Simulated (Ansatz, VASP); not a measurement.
## CsZn4Mo: VASP beside Ansatz

The input INCAR:

```
SYSTEM = CsZn4Mo
PREC     = Accurate       ! precision mode
ENCUT    = 520            ! plane-wave cutoff, eV
EDIFF    = 1E-7           ! SCF threshold, eV
ISMEAR   = 0              ! smearing method
SIGMA    = 0.1            ! smearing width, eV
LREAL    = .False.        ! projectors in reciprocal space
LASPH    = .True.         ! aspherical terms in the spheres
NELM     = 150            ! most SCF steps
ALGO     = Normal         ! electronic algorithm
ISIF     = 2              ! what is computed and relaxed
LWAVE    = .False.        ! write WAVECAR
LCHARG   = .True.         ! write CHGCAR
ISPIN    = 2              ! spin polarisation
MAGMOM   = 0 0 0 0 0 1    ! initial moments
LORBIT   = 11             ! projections on sites
LMAXMIX  = 4              ! l up to which the mixer works
GGA      = PE             ! functional
LELF     = .True.         ! ELF
LVHAR    = .True.       
NBANDS   = 48             ! bands
```

The input KPOINTS:

```
regular mesh
0
Gamma
  6 6 2
  0 0 0
```

File POSCAR:

```
CsZn4Mo
1.0
    4.6247803600      0.0000000000      0.0000000000
   -2.3123901800      4.0051772787      0.0000000000
    0.0000000000      0.0000000000      8.6738965742
Cs Zn Mo
1 4 1
Direct
    0.3333333333      0.6666666667      0.5000000000
    0.3333333333      0.6666666667      0.1413708260
    0.3333333333      0.6666666667      0.8586291740
    0.0000000000      0.0000000000      0.8043365656
    0.0000000000      0.0000000000      0.1956634344
    0.0000000000      0.0000000000      0.5000000000
```

Input for Ansatz:

```yaml
crystal:
  lattice:
    - [4.62478036, 0.0, 0.0]
    - [-2.31239018, 4.0051772787, 0.0]
    - [0.0, 0.0, 8.6738965742]
  atoms:
    - { symbol: Cs, position: [0.3333333333, 0.6666666667, 0.5] }
    - { symbol: Zn, position: [0.3333333333, 0.6666666667, 0.141370826] }
    - { symbol: Zn, position: [0.3333333333, 0.6666666667, 0.858629174] }
    - { symbol: Zn, position: [0.0, 0.0, 0.8043365656] }
    - { symbol: Zn, position: [0.0, 0.0, 0.1956634344] }
    - { symbol: Mo, position: [0.0, 0.0, 0.5], spin: 1.0 }
basis:
  ecutwfc: 420
kpoints:
  mp_grid: { grid: [6, 6, 2] }
hamiltonian:
  xc: pbe
scf:
  occupations: { method: gaussian, width: 0.1 }
  lower_state_search: "off"
output:
  forces: true
  stress: true
  eigenvalues: true
  populations: true
magnetization:
  spin_polarized: true
```

Alike in both runs: task single point; functional PBE; k mesh 6 × 6 × 2; occupations gaussian, width 0.1 eV; collinear spin.

|  | VASP | Ansatz |
| --- | --- | --- |
| version | VASP 6.6.1 | Ansatz 0.2.0 |
| potentials or method | VASP PAW PBE potentials, release 64 (Cs_sv, Zn, Mo_sv), cutoff 520 eV | scalar-relativistic, plane waves, PAW |
| valence electrons in the cell | 71 | 71 |

```csv
,VASP,Ansatz,Ansatz less VASP
gap on the k mesh at the Fermi level (eV),none,none,-
pressure (GPa),1.3,0.7,-0.68
"traceless stress, the component that is largest in VASP (GPa)",-0.79,-0.30,+0.489
rms of the force components (eV/Å),0.049,0.044,-0.0051
net moment per atom (μB),0.31,0.29,-0.012
size of the moment on the site where the two differ most (μB),1.67,1.37,-0.296
```

Site moments also hang on the region over which each program counts them. Atom by atom the forces differ by 0.005 eV/Å (rms over components). A gap of «none» marks a metal or a gap that the smearing closes.

The k mesh is coarse, so the values compare programs but aren't converged. Spin-orbit coupling is off throughout.
